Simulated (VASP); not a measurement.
# SiO2 (P-4m2) in VASP: further runs

SiO2 is run at these levels: PBE, PBE+D4; tasks: electric field gradients.

Everything below comes from runs of VASP 6.6.1. Logs are shortened: lines on timing, memory, paths and dates and some standing lists are left out, and cuts for length are marked.

### Step 1. The cell of the first run

The structure is tetragonal, space group P-4m2 (No. 115). The conventional cell has a = 6.911 Å, b = 6.911 Å, c = 6.419 Å, α = 90.00°, β = 90.00°, γ = 90.00°. Within 2.1 Å of Si (site symmetry m) lie 4 O at 1.59 to 1.62 Å. Si (site symmetry -4m2) has 4 O at 1.61 Å within 2.1 Å. Within 2.1 Å of O (site symmetry m) lie 2 Si at 1.61 Å. Within 2.2 Å of O (site symmetry 2) lie 2 Si at 1.62 Å. Within 2.1 Å of O (site symmetry 2mm) lie 2 Si at 1.59 Å.

### Step 2. Electric field gradients, PBE

File INCAR:

```
  ALGO = Normal
  EDIFF = 1E-8
  ENCUT = 520
  GGA = PE
  ISIF = 2
  ISMEAR = -1
  LASPH = T
  LCHARG = F
  LEFG = T
  LREAL = Auto
  LWAVE = F
  NBANDS = 53
  NELM = 60
  PREC = Accurate
  SIGMA = 0.02
```

File KPOINTS:

```
k-points
0
Gamma
  4 4 4
```

File POSCAR:

```
SiO2
1.0
    6.9114199400      0.0000000000      0.0000000000
    0.0000000000      6.9114199400      0.0000000000
    0.0000000000      0.0000000000      6.4185143800
Si O
5 10
Direct
    0.2696323300      0.0000000000      0.1193693800
    0.0000000000      0.7303676700      0.8806306200
    0.0000000000      0.2696323300      0.8806306200
    0.7303676700      0.0000000000      0.1193693800
    0.0000000000      0.0000000000      0.5000000000
    0.1917093500      0.0000000000      0.3564256400
    0.0000000000      0.8082906500      0.6435743600
    0.0000000000      0.1917093500      0.6435743600
    0.8082906500      0.0000000000      0.3564256400
    0.1911206700      0.1911206700      0.0000000000
    0.1911206700      0.8088793300      0.0000000000
    0.8088793300      0.1911206700      0.0000000000
    0.8088793300      0.8088793300      0.0000000000
    0.5000000000      0.0000000000      0.1204995600
    0.0000000000      0.5000000000      0.8795004400
```

Potentials or basis: VASP PAW PBE potentials, release 64 (Si, O).

On the command line:

```bash
$ cat potpaw_PBE.64/Si/POTCAR potpaw_PBE.64/O/POTCAR > POTCAR
$ mpirun -np 1 vasp_std > vasp.out
```

OUTCAR:

```text
EDIFF = 1E-8
   ENCUT = 520
   GGA = PE
   ISIF = 2
   ISMEAR = -1
   LASPH = T
   LREAL = Auto
   NELM = 60
   PREC = Accurate

 ion  position               nearest neighbor table
   1  0.270  0.000  0.119-  14 1.59   6 1.61  11 1.62  10 1.62   2 3.05   3 3.05   5 3.07
   2  0.000  0.730  0.881-  15 1.59   7 1.61  13 1.62  11 1.62   1 3.05   4 3.05   5 3.07
   3  0.000  0.270  0.881-  15 1.59   8 1.61  12 1.62  10 1.62   1 3.05   4 3.05   5 3.07
   4  0.730  0.000  0.119-  14 1.59   9 1.61  13 1.62  12 1.62   2 3.05   3 3.05   5 3.07
   5  0.000  0.000  0.500-   6 1.61   7 1.61   8 1.61   9 1.61   1 3.07   2 3.07   3 3.07   4 3.07

   6  0.192  0.000  0.356-   5 1.61   1 1.61
   7  0.000  0.808  0.644-   5 1.61   2 1.61
   8  0.000  0.192  0.644-   5 1.61   3 1.61
   9  0.808  0.000  0.356-   5 1.61   4 1.61
  10  0.191  0.191  0.000-   1 1.62   3 1.62
  11  0.191  0.809  0.000-   1 1.62   2 1.62
  12  0.809  0.191  0.000-   3 1.62   4 1.62
  13  0.809  0.809  0.000-   2 1.62   4 1.62
  14  0.500  0.000  0.120-   1 1.59   4 1.59
  15  0.000  0.500  0.880-   2 1.59   3 1.59

  LATTYP: Found a simple tetragonal cell.
 ALAT       =     6.9114199400
 C/A-ratio  =     0.9286824467

  Lattice vectors:

 A1 = (   6.9114199400,   0.0000000000,   0.0000000000)
 A2 = (   0.0000000000,   6.9114199400,   0.0000000000)
 A3 = (   0.0000000000,   0.0000000000,   6.4185143800)

Analysis of symmetry for initial positions (statically):
=====================================================================
 Subroutine PRICEL returns:
 Original cell was already a primitive cell.

 Routine SETGRP: Setting up the symmetry group for a
 simple tetragonal supercell.

 Subroutine GETGRP returns: Found  8 space group operations
 (whereof  8 operations were pure point group operations)
 out of a pool of 16 trial point group operations.

The static configuration has the point symmetry D_2d.

Analysis of symmetry for dynamics (positions and initial velocities):
=====================================================================
 Subroutine PRICEL returns:
 Original cell was already a primitive cell.

 Routine SETGRP: Setting up the symmetry group for a
 simple tetragonal supercell.

 Subroutine GETGRP returns: Found  8 space group operations
 (whereof  8 operations were pure point group operations)
 out of a pool of 16 trial point group operations.

The dynamic configuration has the point symmetry D_2d.

 Subroutine INISYM returns: Found  8 space group operations
 (whereof  8 operations are pure point group operations),
 and found     1 'primitive' translations

----------------------------------------------------------------------------------------

                                     Primitive cell

  volume of cell :     306.5978

  direct lattice vectors                    reciprocal lattice vectors
     6.911419940  0.000000000  0.000000000     0.144688068  0.000000000  0.000000000
     0.000000000  6.911419940  0.000000000     0.000000000  0.144688068  0.000000000
     0.000000000  0.000000000  6.418514380     0.000000000  0.000000000  0.155799293

  length of vectors
     6.911419940  6.911419940  6.418514380     0.144688068  0.144688068  0.155799293

  position of ions in fractional coordinates (direct lattice)
     0.269632330  0.000000000  0.119369380
     0.000000000  0.730367670  0.880630620
     0.000000000  0.269632330  0.880630620
     0.730367670  0.000000000  0.119369380
     0.000000000  0.000000000  0.500000000
     0.191709350  0.000000000  0.356425640
     0.000000000  0.808290650  0.643574360
     0.000000000  0.191709350  0.643574360
     0.808290650  0.000000000  0.356425640
     0.191120670  0.191120670  0.000000000
     0.191120670  0.808879330  0.000000000
     0.808879330  0.191120670  0.000000000
     0.808879330  0.808879330  0.000000000
     0.500000000  0.000000000  0.120499560
     0.000000000  0.500000000  0.879500440
[... 122 lines left out ...]

 Free energy of the ion-electron system (eV)
  ---------------------------------------------------
  ext. energy  EPLUGINS =         0.00000000
  ---------------------------------------------------
  free energy    TOTEN  =      -118.27184803 eV

  energy without entropy =     -118.27184803  energy(sigma->0) =     -118.27184803

 E-fermi :  -1.6420     XC(G=0):  -6.5028

 val. band max:       -2.1571537163   @ k =   0.5000   0.5000   0.0000
 cond. band min:       3.4586419524   @ k =   0.0000   0.0000   0.0000
 fundamental gap:      5.6157956687
 Fermi energy:        -1.6419565155

 k-point     1 :       0.0000    0.0000    0.0000
  band No.  band energies     occupation
      1     -21.7400      2.00000
      2     -20.6630      2.00000
      3     -20.5311      2.00000
      4     -20.4946      2.00000
      5     -20.4946      2.00000
      6     -19.8106      2.00000
[... 979 lines left out ...]
     51       7.3949      0.00000
     52       7.7316      0.00000
 [bands above 52 left out]

------------------------ aborting loop because EDIFF is reached ----------------------------------------

  FORCE on cell =-STRESS in cart. coord.  units (eV):
  Direction    XX          YY          ZZ          XY          YZ          ZX
  --------------------------------------------------------------------------------------
  -------------------------------------------------------------------------------------
  Total        6.0754576      6.0754576      6.1098556      0.0000000     -0.0000000      0.0000000
  in kB       31.7483016     31.7483016     31.9280539      0.0000000     -0.0000000      0.0000000
  external PRESSURE =      31.8082190 kB  Pullay stress =       0.0000000 kB

 VOLUME and BASIS-vectors are now :
 -----------------------------------------------------------------------------
  energy-cutoff  :      520.00
  volume of cell :      306.60
      direct lattice vectors                 reciprocal lattice vectors
     6.911419940  0.000000000  0.000000000     0.144688068  0.000000000  0.000000000
     0.000000000  6.911419940  0.000000000     0.000000000  0.144688068  0.000000000
     0.000000000  0.000000000  6.418514380     0.000000000  0.000000000  0.155799293

 POSITION                                       TOTAL-FORCE (eV/Angst)
 -----------------------------------------------------------------------------------
      1.86354      0.00000      0.76617        -0.070454     -0.000000     -0.021813
      0.00000      5.04788      5.65234        -0.000000      0.070454      0.021813
      0.00000      1.86354      5.65234        -0.000000     -0.070454      0.021813
      5.04788      0.00000      0.76617         0.070454     -0.000000     -0.021813
      0.00000      0.00000      3.20926        -0.000000     -0.000000      0.000000
      1.32498      0.00000      2.28772         0.283498     -0.000000      0.212172
      0.00000      5.58644      4.13079        -0.000000     -0.283498     -0.212172
      0.00000      1.32498      4.13079        -0.000000      0.283498     -0.212172
      5.58644      0.00000      2.28772        -0.283498     -0.000000      0.212172
      1.32092      1.32092      0.00000         0.286529      0.286529      0.000000
      1.32092      5.59050      0.00000         0.286529     -0.286529      0.000000
      5.59050      1.32092      0.00000        -0.286529      0.286529     -0.000000
      5.59050      5.59050      0.00000        -0.286529     -0.286529      0.000000
      3.45571      0.00000      0.77343        -0.000000     -0.000000      0.005210
      0.00000      3.45571      5.64509        -0.000000     -0.000000     -0.005210
 -----------------------------------------------------------------------------------
    total drift:                                0.000000      0.000000     -0.000000

  FREE ENERGIE OF THE ION-ELECTRON SYSTEM (eV)
  ---------------------------------------------------
  free  energy   TOTEN  =      -118.2718480266 eV

  energy  without entropy=     -118.2718480266  energy(sigma->0) =     -118.27184803

 Electric field gradients (V/A^2)
---------------------------------------------------------------------
 ion       V_xx      V_yy      V_zz      V_xy      V_xz      V_yz
---------------------------------------------------------------------
   1      -8.523     7.861     0.662    -0.000    -0.038    -0.000
   2       7.861    -8.523     0.662    -0.000    -0.000    -0.038
   3       7.861    -8.523     0.662    -0.000     0.000     0.038
   4      -8.523     7.861     0.662    -0.000     0.038     0.000
   5       5.864     5.864   -11.728     0.000    -0.000    -0.000
   6      11.353   -54.153    42.799     0.000   -59.804     0.000
   7     -54.153    11.353    42.799    -0.000    -0.000   -59.804
   8     -54.153    11.353    42.799    -0.000     0.000    59.804
   9      11.353   -54.153    42.799     0.000    59.804     0.000
  10       9.983     9.983   -19.966   -41.349    43.636   -43.636
  11       9.983     9.983   -19.966    41.349    43.636    43.636
  12       9.983     9.983   -19.966    41.349   -43.636   -43.636
  13       9.983     9.983   -19.966   -41.349   -43.636    43.636
  14      98.421   -48.203   -50.218    -0.000    -0.000    -0.000
  15     -48.203    98.421   -50.218    -0.000    -0.000     0.000
---------------------------------------------------------------------

 Electric field gradients after diagonalization (V/A^2)
 (convention: |V_zz| > |V_xx| > |V_yy|)
----------------------------------------------------------------------
 ion       V_xx      V_yy      V_zz     asymmetry (V_yy - V_xx)/ V_zz
----------------------------------------------------------------------
   1       7.861     0.662    -8.523       0.845
   2       7.861     0.662    -8.523       0.845
   3       7.861     0.662    -8.523       0.845
   4       7.861     0.662    -8.523       0.845
   5       5.864     5.864   -11.728       0.000
   6     -54.153   -34.760    88.913       0.218
   7     -54.153   -34.760    88.913       0.218
   8     -54.153   -34.760    88.913       0.218
   9     -54.153   -34.760    88.913       0.218
  10     -55.585   -31.366    86.951       0.279
  11     -55.585   -31.366    86.951       0.279
  12     -55.585   -31.366    86.951       0.279
  13     -55.585   -31.366    86.951       0.279
  14     -50.218   -48.203    98.421       0.020
  15     -50.218   -48.203    98.421       0.020
----------------------------------------------------------------------

           NMR quadrupolar parameters

 Cq : quadrupolar parameter    Cq=e*Q*V_zz/h
 eta: asymmetry parameters     (V_yy - V_xx)/ V_zz
 Q  : nuclear electric quadrupole moment in mb (millibarn)
----------------------------------------------------------------------
 ion       Cq(MHz)       eta       Q (mb)
----------------------------------------------------------------------
   1      -0.021       0.845       1.000
   2      -0.021       0.845       1.000
   3      -0.021       0.845       1.000
   4      -0.021       0.845       1.000
   5      -0.028       0.000       1.000
   6       0.215       0.218       1.000
   7       0.215       0.218       1.000
   8       0.215       0.218       1.000
   9       0.215       0.218       1.000
  10       0.210       0.279       1.000
  11       0.210       0.279       1.000
  12       0.210       0.279       1.000
  13       0.210       0.279       1.000
  14       0.238       0.020       1.000
  15       0.238       0.020       1.000
----------------------------------------------------------------------
```

Wall time 11 min (1 thread of Oxide Virtual Turin-like, shared host); peak memory 0.4 GiB.

Results:

* Free energy: -118.2718 eV
* Pressure: 3.2 GPa
* Largest force: 0.405 eV/Å
* Band gap on the k mesh: 5.62 eV (least direct gap 5.66 eV)
* Largest electric field gradient by atom: Si -8.5, -11.7 (each value once); O +88.9, +87.0, +98.4 (each value once) V/Å²

Forces in eV/Å, atoms in the order of the input:
```
Si  -0.070  0.000 -0.022
Si   0.000  0.070  0.022
Si   0.000 -0.070  0.022
Si   0.070  0.000 -0.022
Si   0.000  0.000  0.000
O    0.283  0.000  0.212
O    0.000 -0.283 -0.212
O    0.000  0.283 -0.212
O   -0.283  0.000  0.212
O    0.287  0.287  0.000
O    0.287 -0.287  0.000
O   -0.287  0.287  0.000
O   -0.287 -0.287  0.000
O    0.000  0.000  0.005
O    0.000  0.000 -0.005
```

Electric field gradients, principal values (V/Å²):
```csv
atom,least,middle,greatest (by size)
1 Si,0.662,7.861,-8.523
2 Si,0.662,7.861,-8.523
3 Si,0.662,7.861,-8.523
4 Si,0.662,7.861,-8.523
5 Si,5.864,5.864,-11.728
6 O,-34.760,-54.153,88.913
7 O,-34.760,-54.153,88.913
8 O,-34.760,-54.153,88.913
9 O,-34.760,-54.153,88.913
10 O,-31.366,-55.585,86.951
11 O,-31.366,-55.585,86.951
12 O,-31.366,-55.585,86.951
13 O,-31.366,-55.585,86.951
14 O,-48.203,-50.218,98.421
15 O,-48.203,-50.218,98.421
```

Caveat: the cell stands under pressure; without QUAD_EFG the Cq values of the log hold for a quadrupole moment of 1 mb, not for the nuclei. A k mesh can miss the band edges.

(Part 1 of 2 ends here.)
